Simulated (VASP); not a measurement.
Wanted: the native input for a VASP 6.6.1 run.

| Item | Value |
| --- | --- |
| Task | single point |
| Functional | PBE |
| Dispersion | D4 |
| Potentials or basis | VASP PAW PBE potentials, release 64 (Mg, Ge_d) |
| Cutoff | 520 eV |
| k mesh | 5 × 5 × 3 |
| Occupations | gaussian, width 0.2846 eV |
| Spin | no spin polarisation |
| Dipole correction | no |
| Further INCAR settings | ALGO = Normal; EDIFF = 1e-06; NBANDS = 25 |

The structure of Mg3Ge2 lies in POSCAR:

```
Mg3Ge2
1.0
    2.1009340000      3.6389200000      0.0000000000
   -2.1009340000      3.6389200000      0.0000000000
    0.0000000000      0.0000000000      6.6423140000
Mg Ge
3 2
Direct
    0.0000000000      0.0000000000      0.0000000000
    0.3333000000      0.3334000000      0.6300000000
    0.6667000000      0.6666000000      0.3700000000
    0.3333000000      0.3334000000      0.2350000000
    0.6667000000      0.6666000000      0.7650000000
```

These files were run (other wordings do the same):

INCAR

```
SYSTEM = Mg3Ge2
ALGO     = Normal         ! electronic algorithm
EDIFF    = 1E-6           ! SCF threshold, eV
ENCUT    = 520            ! plane-wave cutoff, eV
GGA      = PE             ! functional
ISIF     = 2              ! what is computed and relaxed
ISMEAR   = 0              ! smearing method
IVDW     = 13             ! dispersion correction
LASPH    = .True.         ! aspherical terms in the spheres
LCHARG   = .True.         ! write CHGCAR
LELF     = .True.         ! ELF
LREAL    = .False.        ! projectors in reciprocal space
LVHAR    = .True.       
LWAVE    = .False.        ! write WAVECAR
NBANDS   = 25             ! bands
NELM     = 60             ! most SCF steps
PREC     = Accurate       ! precision mode
SIGMA    = 0.2846         ! smearing width, eV
```

KPOINTS

```
k-points
0
Gamma
  5 5 3
  0 0 0
```

Potentials or basis: VASP PAW PBE potentials, release 64 (Mg, Ge_d).

Run with:

```console
$ cat potpaw_PBE.64/Mg/POTCAR potpaw_PBE.64/Ge_d/POTCAR > POTCAR
$ mpirun -np 1 vasp_std > vasp.out
```

Results of the run:

```yaml
Pressure: 4.6 GPa
Largest_force: 1.031 eV/Å
Band_gap_on_the_k_mesh: zero (band 17 reaches 4.70 eV, above the bottom of band 18 at 2.65 eV)
Dispersion_energy_per_atom: -0.237 eV
```

Caveat: pairwise dispersion overbinds metals, which lowers pressure and volume; forces of over 1 eV/Å act on the atoms, so gaps and moduli don't describe the material at rest.

Run time: 22 s on 1 thread of Intel(R) Xeon(R) 6975P-C (Granite Rapids), with other jobs on the host, peak memory 0.23 GiB.
